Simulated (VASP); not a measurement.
# Mn (P6_3/mmc) in VASP: a series of runs

Mn is run at these levels: LDA; tasks: single point.

Everything below comes from runs of VASP 6.6.1. Logs are shortened: lines on timing, memory, paths and dates and some standing lists are left out, and cuts for length are marked.

### Step 1. The cell of the first run

It takes space group P6_3/mmc (No. 194, hexagonal). The conventional cell has a = 2.110 Å, b = 2.110 Å, c = 3.389 Å, α = 90.00°, β = 90.00°, γ = 120.00°. Mn (site symmetry -6m2) has 12 Mn at 2.09 to 2.11 Å within 2.8 Å.

### Step 2. Single point, LDA, collinear spin, ferromagnetic start (volume scaled by 0.65)

INCAR reads:

```
ALGO = Normal
EDIFF = 1E-6
ENCUT = 520
GGA = CA
ISIF = 2
ISMEAR = -1
ISPIN = 2
LASPH = T
LCHARG = F
LMAXMIX = 4
LORBIT = 11
LREAL = F
LWAVE = F
MAGMOM = 3 3
NBANDS = 24
NELM = 150
PREC = Accurate
SIGMA = 0.08
```

KPOINTS reads:

```
k-points
0
Gamma
  20 20 11
```

POSCAR reads:

```
Mn
1.0
    2.1095147860      0.0000000000      0.0000000000
   -1.0547573930      1.8268933943      0.0000000000
    0.0000000000      0.0000000000      3.3886050277
Mn
2
Direct
    0.3333333333      0.6666666667      0.2500000000
    0.6666666667      0.3333333333      0.7500000000
```

Potentials or basis: VASP PAW LDA potentials, release 64 (Mn_pv).

Run with:

```sh
$ cat potpaw_LDA.64/Mn_pv/POTCAR > POTCAR
$ mpirun -np 1 vasp_std > vasp.out
```

OUTCAR:

```text
EDIFF = 1E-6
   ENCUT = 520
   GGA = CA
   ISIF = 2
   ISMEAR = -1
   ISPIN = 2
   LASPH = T
   LORBIT = 11
   LREAL = F
   NELM = 150
   PREC = Accurate

 ion  position               nearest neighbor table
   1  0.333  0.667  0.250-   2 2.09   2 2.09   2 2.09   2 2.09   2 2.09   2 2.09   2 2.97   2 2.97
                             2 2.97   2 2.97   2 2.97   2 2.97
   2  0.667  0.333  0.750-   1 2.09   1 2.09   1 2.09   1 2.09   1 2.09   1 2.09   1 2.97   1 2.97
                             1 2.97   1 2.97   1 2.97   1 2.97

  LATTYP: Found a hexagonal cell.
 ALAT       =     2.1095147860
 C/A-ratio  =     1.6063433403

  Lattice vectors:

 A1 = (   2.1095147860,   0.0000000000,   0.0000000000)
 A2 = (  -1.0547573930,   1.8268933943,   0.0000000000)
 A3 = (   0.0000000000,   0.0000000000,   3.3886050277)

Analysis of symmetry for initial positions (statically):
=====================================================================
 Subroutine PRICEL returns:
 Original cell was already a primitive cell.

 Routine SETGRP: Setting up the symmetry group for a
 hexagonal supercell.

 Subroutine GETGRP returns: Found 24 space group operations
 (whereof 12 operations were pure point group operations)
 out of a pool of 24 trial point group operations.

The static configuration has the point symmetry D_3d.
 The point group associated with its full space group is D_6h.

Analysis of symmetry for dynamics (positions and initial velocities):
=====================================================================
 Subroutine PRICEL returns:
 Original cell was already a primitive cell.

 Routine SETGRP: Setting up the symmetry group for a
 hexagonal supercell.

 Subroutine GETGRP returns: Found 24 space group operations
 (whereof 12 operations were pure point group operations)
 out of a pool of 24 trial point group operations.

The dynamic configuration has the point symmetry D_3d.
 The point group associated with its full space group is D_6h.

Analysis of structural, dynamic, and magnetic symmetry:
=====================================================================
 Subroutine PRICEL returns:
 Original cell was already a primitive cell.

 Routine SETGRP: Setting up the symmetry group for a
 hexagonal supercell.

 Subroutine GETGRP returns: Found 24 space group operations
 (whereof 12 operations were pure point group operations)
 out of a pool of 24 trial point group operations.

The overall configuration has the point symmetry D_3d.
 The point group associated with its full space group is D_6h.

 Subroutine INISYM returns: Found 24 space group operations
 (whereof 12 operations are pure point group operations),
 and found     1 'primitive' translations

[... 115 lines left out ...]
  volume/ion in A,a.u.               =       6.53        44.06
  Fermi-wavevector in a.u.,A,eV,Ry     =   2.059493  3.891878 57.709280  4.241512
  Thomas-Fermi vector in A             =   3.060089
   LORBIT       =     11    0 simple, 1 ext, 2 COOP (PROOUT), +10 PAW based schemes
   GGA     = CA    functional components
   LHFCALC =     F    Hartree Fock is set to
   AEXX    =    0.0000 exact exchange contribution
   IVDW    =     0    specifies the selected vdW correction
   LEPSILON=     F    determine dielectric tensor
   LRPA    =     F    only Hartree local field effects (RPA)
 spin polarized calculation
  energy-cutoff  :      520.00
  volume of cell :       13.06
 maximum number of plane-waves:       364
 NGX is ok and might be reduce to    16
   NGX =  7   NGY =  7   NGZ = 13

 number of electron      26.0000002 magnetization      -0.0031807

 number of electron      26.0000002 magnetization       0.0000146

 Free energy of the ion-electron system (eV)
  ---------------------------------------------------
  ext. energy  EPLUGINS =         0.00000000
  ---------------------------------------------------
  free energy    TOTEN  =       -14.82574952 eV

  energy without entropy =      -14.79442551  energy(sigma->0) =      -14.81008751

 E-fermi :  19.2189     XC(G=0): -17.6726

 val. band max:       19.2064490952   @ k =   0.3000   0.2500   0.4545
 cond. band min:      19.2217579040   @ k =   0.3000  -0.0000   0.3636
 fundamental gap:      0.0153088088
 Fermi energy:        19.2188783800

 spin component 1

 k-point     1 :       0.0000    0.0000    0.0000
  band No.  band energies     occupation
      1     -30.7355      1.00000
      2     -27.6248      1.00000
      3     -27.6248      1.00000
      4     -27.1738      1.00000
      5     -27.1738      1.00000
      6     -27.0997      1.00000
[... 637 lines left out ...]
     23      48.7624      0.00000
     24      49.0898      0.00000

 [... further k-points ...]

 spin component 2

 k-point     1 :       0.0000    0.0000    0.0000
  band No.  band energies     occupation
      1     -30.7355      1.00000
      2     -27.6248      1.00000
      3     -27.6248      1.00000
      4     -27.1738      1.00000
      5     -27.1738      1.00000
      6     -27.0997      1.00000
[... 637 lines left out ...]
     23      48.7624      0.00000
     24      49.0898      0.00000

 [... further k-points ...]
[... 5 lines left out ...]
  --------------------------------------------------------------------------------------
  -------------------------------------------------------------------------------------
  Total       29.6652705     29.6652705     29.7658302      0.0000000      0.0000000      0.0000000
  in kB     3639.5037043   3639.5037041   3651.8409310      0.0000000      0.0000000      0.0000000
  external PRESSURE =    3643.6161131 kB  Pullay stress =       0.0000000 kB

 VOLUME and BASIS-vectors are now :
 -----------------------------------------------------------------------------
  energy-cutoff  :      520.00
  volume of cell :       13.06
      direct lattice vectors                 reciprocal lattice vectors
     2.109514786  0.000000000  0.000000000     0.474042660  0.273688657  0.000000000
    -1.054757393  1.826893394  0.000000000     0.000000000  0.547377314  0.000000000
     0.000000000  0.000000000  3.388605028     0.000000000  0.000000000  0.295106686

 POSITION                                       TOTAL-FORCE (eV/Angst)
 -----------------------------------------------------------------------------------
     -0.00000      1.21793      0.84715        -0.000000      0.000000      0.000000
      1.05476      0.60896      2.54145         0.000000     -0.000000      0.000000
 -----------------------------------------------------------------------------------
    total drift:                                0.000000     -0.000000      0.000000

  FREE ENERGIE OF THE ION-ELECTRON SYSTEM (eV)
  ---------------------------------------------------
  free  energy   TOTEN  =       -14.8257495223 eV

  energy  without entropy=      -14.7944255060  energy(sigma->0) =      -14.81008751

 total charge

# of ion       s       p       d       tot
------------------------------------------
    1        0.677   6.819   6.044  13.540
    2        0.677   6.819   6.044  13.540
--------------------------------------------------
tot          1.355  13.637  12.087  27.079

 magnetization (x)

# of ion       s       p       d       tot
------------------------------------------
    1        0.000  -0.000   0.000   0.000
    2        0.000  -0.000   0.000   0.000
--------------------------------------------------
tot          0.000  -0.000   0.000   0.000
```

OSZICAR:

```text
N       E                     dE             d eps       ncg     rms          rms(c)
DAV:   1     0.221575132995E+03    0.22158E+03   -0.13454E+04 27192   0.168E+03
DAV:   2    -0.556298025314E+01   -0.22714E+03   -0.21480E+03 25808   0.402E+02
DAV:   3    -0.137262787338E+02   -0.81633E+01   -0.81330E+01 27872   0.855E+01
DAV:   4    -0.137669638385E+02   -0.40685E-01   -0.40680E-01 29480   0.593E+00
DAV:   5    -0.137672847493E+02   -0.32091E-03   -0.32089E-03 28920   0.540E-01    0.452E+01
DAV:   6    -0.149038304454E+02   -0.11365E+01   -0.17931E+00 33200   0.205E+01    0.148E+01
DAV:   7    -0.148247447066E+02    0.79086E-01   -0.20088E-01 31976   0.540E+00    0.881E+00
DAV:   8    -0.148359247465E+02   -0.11180E-01   -0.12013E-02 28904   0.132E+00    0.301E+00
DAV:   9    -0.148251567971E+02    0.10768E-01   -0.87893E-03 31904   0.124E+00    0.839E-01
DAV:  10    -0.148257279081E+02   -0.57111E-03   -0.11309E-03 29176   0.393E-01    0.663E-02
DAV:  11    -0.148257536036E+02   -0.25696E-04   -0.39522E-05 29696   0.603E-02    0.344E-02
DAV:  12    -0.148257507991E+02    0.28045E-05   -0.13115E-06 24072   0.163E-02    0.135E-02
DAV:  13    -0.148257496112E+02    0.11879E-05   -0.56543E-07 23464   0.837E-03    0.228E-03
DAV:  14    -0.148257495223E+02    0.88903E-07   -0.61608E-08 17416   0.276E-03
   1 F= -.14825750E+02 E0= -.14810088E+02  d E =-.313240E-01  mag=    -0.0000
```

stdout:

```text
POSCAR found type information on POSCAR Mn
 POSCAR found :  1 types and       2 ions
 scaLAPACK will be used
 LDA part: xc-table for (Slater(with rela. corr.)+CA(PZ))
 , standard interpolation
 POSCAR, INCAR and KPOINTS ok, starting setup
 FFT: planning ... GRIDC
 FFT: planning ... GRID_SOFT
 FFT: planning ... GRID
 WAVECAR not read
 entering main loop
```

Run time: 2.1 min. Hardware: 1 thread of AMD EPYC 7R13 (Zen 3), shared host; peak memory 0.18 GiB.

What came out:

```
Free energy            : -14.8257 eV
Pressure               : 364.4 GPa
Band gap on the k mesh : zero (filled and empty bands overlap)
Net moment             : 0.00 μB per cell
```

Caveat: the starting moments collapsed, and a magnetic state may lie lower.

### Step 3. Single point, LDA, collinear spin, ferromagnetic start (volume scaled by 0.65)

INCAR reads:

```
SYSTEM = Mn
ALGO     = Normal         ! electronic algorithm
EDIFF    = 1E-6           ! SCF threshold, eV
ENCUT    = 520            ! plane-wave cutoff, eV
GGA      = CA             ! functional
ISIF     = 2              ! what is computed and relaxed
ISMEAR   = -1             ! smearing method
ISPIN    = 2              ! spin polarisation
LASPH    = .TRUE.         ! aspherical terms in the spheres
LCHARG   = .FALSE.        ! write CHGCAR
LMAXMIX  = 4              ! l up to which the mixer works
LORBIT   = 11             ! projections on sites
LREAL    = .FALSE.        ! projectors in reciprocal space
LWAVE    = .FALSE.        ! write WAVECAR
MAGMOM   = 3 3            ! initial moments
NBANDS   = 24             ! bands
NELM     = 150            ! most SCF steps
PREC     = Accurate       ! precision mode
SIGMA    = 0.08           ! smearing width, eV
```

KPOINTS reads:

```
k-points
0
G
  20 20 11
  0 0 0
```

POSCAR is that of step 2.

Potentials or basis: VASP PAW LDA potentials, release 64 (Mn_pv).

Run with:

```sh
$ cat potpaw_LDA.64/Mn_pv/POTCAR > POTCAR
$ mpirun -np 1 vasp_std > vasp.out
```

OUTCAR:

```text
SYSTEM = Mn
   EDIFF = 1E-6
   ENCUT = 520
   GGA = CA
   ISIF = 2
   ISMEAR = -1
   ISPIN = 2
   LASPH = .TRUE.
   LORBIT = 11
   LREAL = .FALSE.
   NELM = 150
   PREC = Accurate

 ion  position               nearest neighbor table
   1  0.333  0.667  0.250-   2 2.09   2 2.09   2 2.09   2 2.09   2 2.09   2 2.09   2 2.97   2 2.97
                             2 2.97   2 2.97   2 2.97   2 2.97
   2  0.667  0.333  0.750-   1 2.09   1 2.09   1 2.09   1 2.09   1 2.09   1 2.09   1 2.97   1 2.97
                             1 2.97   1 2.97   1 2.97   1 2.97

  LATTYP: Found a hexagonal cell.
 ALAT       =     2.1095147860
 C/A-ratio  =     1.6063433403

  Lattice vectors:

 A1 = (   2.1095147860,   0.0000000000,   0.0000000000)
 A2 = (  -1.0547573930,   1.8268933943,   0.0000000000)
 A3 = (   0.0000000000,   0.0000000000,   3.3886050277)

Analysis of symmetry for initial positions (statically):
=====================================================================
 Subroutine PRICEL returns:
 Original cell was already a primitive cell.

 Routine SETGRP: Setting up the symmetry group for a
 hexagonal supercell.

 Subroutine GETGRP returns: Found 24 space group operations
 (whereof 12 operations were pure point group operations)
[... 849 lines left out ...]
      4     -27.1738      1.00000
      5     -27.1738      1.00000
      6     -27.0997      1.00000
[... 637 lines left out ...]
     23      48.7624      0.00000
     24      49.0898      0.00000

 [... further k-points ...]
[... 5 lines left out ...]
  --------------------------------------------------------------------------------------
  -------------------------------------------------------------------------------------
  Total       29.6652705     29.6652705     29.7658302      0.0000000      0.0000000      0.0000000
  in kB     3639.5037043   3639.5037041   3651.8409310      0.0000000      0.0000000      0.0000000
  external PRESSURE =    3643.6161131 kB  Pullay stress =       0.0000000 kB

 VOLUME and BASIS-vectors are now :
 -----------------------------------------------------------------------------
  energy-cutoff  :      520.00
  volume of cell :       13.06
      direct lattice vectors                 reciprocal lattice vectors
     2.109514786  0.000000000  0.000000000     0.474042660  0.273688657  0.000000000
    -1.054757393  1.826893394  0.000000000     0.000000000  0.547377314  0.000000000
     0.000000000  0.000000000  3.388605028     0.000000000  0.000000000  0.295106686

 POSITION                                       TOTAL-FORCE (eV/Angst)
 -----------------------------------------------------------------------------------
     -0.00000      1.21793      0.84715        -0.000000      0.000000      0.000000
      1.05476      0.60896      2.54145         0.000000     -0.000000      0.000000
 -----------------------------------------------------------------------------------
    total drift:                                0.000000     -0.000000      0.000000

  FREE ENERGIE OF THE ION-ELECTRON SYSTEM (eV)
  ---------------------------------------------------
  free  energy   TOTEN  =       -14.8257495223 eV

  energy  without entropy=      -14.7944255060  energy(sigma->0) =      -14.81008751

 total charge

# of ion       s       p       d       tot
------------------------------------------
    1        0.677   6.819   6.044  13.540
    2        0.677   6.819   6.044  13.540
--------------------------------------------------
tot          1.355  13.637  12.087  27.079

 magnetization (x)

# of ion       s       p       d       tot
------------------------------------------
    1        0.000  -0.000   0.000   0.000
    2        0.000  -0.000   0.000   0.000
--------------------------------------------------
tot          0.000  -0.000   0.000   0.000
```

Wall time 1.7 min (1 thread of AMD EPYC 7R13 (Zen 3), shared host); peak memory 0.18 GiB.

What came out:

```yaml
Free_energy: -14.8257 eV
Pressure: 364.4 GPa
Band_gap_on_the_k_mesh: zero (filled and empty bands overlap)
Net_moment: 0.00 μB per cell
```

Levels at points of the mesh, in eV from the Fermi level:
Spin up:
| k point | band 11 | band 12 | band 13 | band 14 | band 15 | band 16 |
| --- | --- | --- | --- | --- | --- | --- |
| (0.00, 0.00, 0.00) | -2.12 | -1.20 | -1.20 | -0.24 | -0.24 | 2.98 |
| (0.50, 0.00, 0.00) | -1.60 | -1.10 | -0.67 | 3.49 | 3.90 | 3.97 |
Spin down:
```tsv
k point	band 11	band 12	band 13	band 14	band 15	band 16
(0.00, 0.00, 0.00)	-2.12	-1.20	-1.20	-0.24	-0.24	2.98
(0.50, 0.00, 0.00)	-1.60	-1.10	-0.67	3.49	3.90	3.97
```

Caveat: the starting moments collapsed, and a magnetic state may lie lower.

### Step 4. Single point, LDA, collinear spin, ferromagnetic start (volume scaled by 0.75)

INCAR reads:

```
PREC     = Accurate       # precision mode
ENCUT    = 520            # plane-wave cutoff, eV
EDIFF    = 1E-6           # SCF threshold, eV
ISMEAR   = -1             # smearing method
SIGMA    = 0.08           # smearing width, eV
LREAL    = False          # projectors in reciprocal space
LASPH    = True           # aspherical terms in the spheres
NELM     = 150            # most SCF steps
ALGO     = Normal         # electronic algorithm
ISIF     = 2              # what is computed and relaxed
LWAVE    = False          # write WAVECAR
LCHARG   = True           # write CHGCAR
ISPIN    = 2              # spin polarisation
MAGMOM   = 3 3            # initial moments
LORBIT   = 11             # projections on sites
LMAXMIX  = 4              # l up to which the mixer works
LELF     = True           # ELF
LVHAR    = True         
NBANDS   = 24             # bands
```

KPOINTS reads:

```
Automatic mesh
0
Gamma
  20 20 11
```

POSCAR reads:

```
Mn
1.0
    2.2109034028      0.0000000000      0.0000000000
   -1.1054517014      1.9146985121      0.0000000000
    0.0000000000      0.0000000000      3.5595448466
Mn
2
Direct
    0.3333333333      0.6666666667      0.2500000000
    0.6666666667      0.3333333333      0.7500000000
```

Run with:

```sh
$ cat potpaw_LDA.64/Mn_pv/POTCAR > POTCAR
$ mpirun -np 1 vasp_std > vasp.out
```

It took 1.7 min on 1 thread of AMD EPYC 7R13 (Zen 3), shared host; peak memory 0.19 GiB.

It converged, with:

- Free energy: -18.1273 eV
- Pressure: 180.4 GPa
- Band gap on the k mesh: zero (filled and empty bands overlap)
- Net moment: 0.00 μB per cell
- Valence electrons inside the program's atomic spheres: Mn 12.98

Stress tensor (GPa, compression positive):
```
180.26   0.00   0.00
  0.00 180.26   0.00
  0.00   0.00 180.61
```

Levels at points of the mesh, in eV from the Fermi level:
Spin up:
```
           k point  band 9  band 10  band 11  band 12  band 13  band 14  band 15  band 16  band 17  band 18
(0.00, 0.00, 0.00)   -1.73    -1.73    -1.67    -0.90    -0.90    -0.08    -0.08     2.03     2.56     2.56
(0.50, 0.00, 0.00)   -5.44    -2.11    -1.38    -1.29    -0.58     2.94     3.25     3.32     5.85     8.99
```
Spin down:
```csv
k point,band 10,band 11,band 12,band 13,band 14,band 15,band 16,band 17
"(0.00, 0.00, 0.00)",-1.73,-1.67,-0.90,-0.90,-0.08,-0.08,2.03,2.56
"(0.50, 0.00, 0.00)",-2.11,-1.38,-1.29,-0.58,2.94,3.25,3.32,5.85
```

Caveat: the starting moments collapsed, and a magnetic state may lie lower.

### Step 5. Single point, LDA, collinear spin, ferromagnetic start (volume scaled by 0.85)

INCAR reads:

```
SYSTEM = Mn
PREC = Accurate
ENCUT = 520
EDIFF = 1E-6
ISMEAR = -1
SIGMA = 0.08
LREAL = .False.
LASPH = .True.
NELM = 150
ALGO = Normal
ISIF = 2
LWAVE = .False.
LCHARG = .False.
ISPIN = 2
MAGMOM = 3 3
LORBIT = 11
LMAXMIX = 4
GGA = CA
NBANDS = 24
```

KPOINTS reads:

```
regular mesh
0
Gamma
  20 20 11
  0 0 0
```

POSCAR reads:

```
Mn
1.0
    2.3040876065      0.0000000000      0.0000000000
   -1.1520438033      1.9953983998      0.0000000000
    0.0000000000      0.0000000000      3.7144429439
Mn
2
Direct
    0.3333333333      0.6666666667      0.2500000000
    0.6666666667      0.3333333333      0.7500000000
```

Run with:

```sh
$ cat potpaw_LDA.64/Mn_pv/POTCAR > POTCAR
$ mpirun -np 1 vasp_std > vasp.out
```

Wall time 2.9 min (1 thread of Oxide Virtual Turin-like, shared host); peak memory 0.2 GiB.

It converged, with:

| Quantity | Value |
| --- | --- |
| Free energy | -19.6885 eV |
| Pressure | 77.9 GPa |
| Band gap on the k mesh | zero (filled and empty bands overlap) |
| Net moment | 0.00 μB per cell |
| Valence electrons inside the program's atomic spheres | Mn 12.57 |

Levels at points of the mesh, in eV from the Fermi level:
Spin up:
```
           k point  band 9  band 10  band 11  band 12  band 13  band 14  band 15  band 16  band 17  band 18
(0.00, 0.00, 0.00)   -1.39    -1.39    -1.36    -0.71    -0.71    -0.02    -0.02     1.45     2.19     2.19
(0.50, 0.00, 0.00)   -4.83    -1.71    -1.36    -1.21    -0.52     2.50     2.74     2.81     4.93     7.65
```
Spin down:
| k point | band 10 | band 11 | band 12 | band 13 | band 14 | band 15 | band 16 | band 17 |
| --- | --- | --- | --- | --- | --- | --- | --- | --- |
| (0.00, 0.00, 0.00) | -1.39 | -1.36 | -0.71 | -0.71 | -0.02 | -0.02 | 1.45 | 2.19 |
| (0.50, 0.00, 0.00) | -1.71 | -1.36 | -1.21 | -0.52 | 2.50 | 2.74 | 2.81 | 4.93 |

Caveat: the starting moments collapsed, and a magnetic state may lie lower.

(Continued in part 2 of 2.)
